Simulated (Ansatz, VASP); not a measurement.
# Two plane-wave programs on TaN

The input INCAR:

```
  ALGO = Normal
  EDIFF = 1E-6
  ENCUT = 520
  GGA = PE
  ISIF = 2
  ISMEAR = -1
  LASPH = T
  LCHARG = F
  LREAL = F
  LWAVE = F
  NBANDS = 15
  NELM = 100
  PREC = Accurate
  SIGMA = 0.1
```

KPOINTS

```
k-points
0
Gamma
  13 13 13
```

The input POSCAR:

```
TaN
1.0
    0.0000000000      2.1790000000      2.1790000000
    2.1790000000      0.0000000000      2.1790000000
    2.1790000000      2.1790000000      0.0000000000
Ta N
1 1
Direct
    0.5000000000      0.5000000000      0.5000000000
    0.0000000000      0.0000000000      0.0000000000
```

Input for Ansatz:

```yaml
crystal:
  lattice:
    - [0.0, 2.179, 2.179]
    - [2.179, 0.0, 2.179]
    - [2.179, 2.179, 0.0]
  atoms:
    - { symbol: Ta, position: [0.5, 0.5, 0.5] }
    - { symbol: "N", position: [0.0, 0.0, 0.0] }
kpoints:
  mp_grid:
    grid: [13, 13, 13]
hamiltonian:
  xc: pbe
  pseudopotentials:
    kind: paw
scf:
  convergence:
    dr2_threshold: 1.0e-09
  occupations:
    method: fermi_dirac
output:
  stress: true
```

Alike in both runs: task single point; functional PBE; k mesh 13 × 13 × 13; no spin polarisation.

|  | VASP | Ansatz |
| --- | --- | --- |
| version | VASP 6.6.1 | Ansatz 0.2.0 |
| potentials or method | VASP PAW PBE potentials, release 64 (Ta_pv, N) | plane waves, PAW |
| plane-wave cutoff (eV) | 520 | 420 |
| occupations | fermi-dirac, width 0.1 eV | fermi-dirac |
| valence electrons in the cell | 16 | 18 |

```tsv
	VASP	Ansatz	Ansatz less VASP
pressure (GPa)	15.6	14.6	-0.96
```

VASP's potentials hold 16 valence electrons a cell and Ansatz's 18, so a difference there can come from the potentials and not from the codes. Ansatz's warnings: stress scf threshold loose.

Spin-orbit coupling is off throughout.
